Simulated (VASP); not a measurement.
Input of a VASP 6.6.1 run:

INCAR

```
ALGO = Normal ; EDIFF = 1E-7
ENCUT = 520 ; GGA = RP
ISIF = 2 ; ISMEAR = -1
LASPH = True ; LCHARG = False
LREAL = False ; LWAVE = False
NBANDS = 9 ; NELM = 60
PREC = Accurate ; SIGMA = 0.1
```

Contents of KPOINTS:

```
k-points
0
Gamma
  14 14 14
```

The input POSCAR:

```
Se
1.0
   -1.7803616727      1.7803616727      1.7803616727
    1.7803616727     -1.7803616727      1.7803616727
    1.7803616727      1.7803616727     -1.7803616727
Se
1
Direct
    0.0000000000      0.0000000000      0.0000000000
```

Potentials or basis: VASP PAW PBE potentials, release 64 (Se).

Launch:

```console
$ cat potpaw_PBE.64/Se/POTCAR > POTCAR
$ mpirun -np 1 vasp_std > vasp.out
```

**Question.** What does it give for the pressure?

**Answer.** -4.0 GPa.

**Question.** Predict the band gap on the k mesh.

**Answer.** Zero (band 3 reaches 6.84 eV, above the bottom of band 4 at 1.53 eV).

Caveat: the PAW data sets were made with another functional, which shifts forces and pressure a little.
